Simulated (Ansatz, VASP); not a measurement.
**One calculation of CuI, two programs**

```
Cu I
1.0
     4.16206    0.00000    0.00000
     0.00000    4.16206    0.00000
     0.00000    0.00000    6.73974
Cu I
2 2
Cartesian
  2.0810 2.0810 0.0000
  0.0000 0.0000 0.0000
  2.0810 0.0000 1.6148
  0.0000 2.0810 5.1250
```

Change from the starting cell: equal strain along all axes, cell held, atoms relaxed: +4.0 %.

Alike in both runs: functional PBEsol; k mesh 8 × 8 × 4; occupations gaussian, width 0.02 eV; no spin polarisation.

Ansatz relaxed the structure, and its values are those at the end. VASP's run is a single point on that final structure, the one shown.

|  | VASP | Ansatz |
| --- | --- | --- |
| version | VASP 6.6.1 | Ansatz 0.2.0 |
| potentials or method | VASP PAW PBE potentials, release 64 (Cu, I), cutoff 520 eV | scalar-relativistic, plane waves, PAW |
| valence electrons in the cell | 36 | 72 |

```csv
,VASP,Ansatz,Ansatz less VASP
gap on the k mesh at the Fermi level (eV),1.61,1.60,-0.011
least direct gap on the mesh (eV),1.61,1.60,-0.011
pressure (GPa),-1.2,-1.3,-0.14
rms of the force components (eV/Å),0.008,0.000,-0.0084
```

VASP's potentials were made for PBE, not for PBEsol. VASP's potentials hold 36 valence electrons a cell and Ansatz's 72, so a difference there can come from the potentials and not from the codes. Ansatz's warnings: stress scf threshold loose.

Spin-orbit coupling is off throughout.
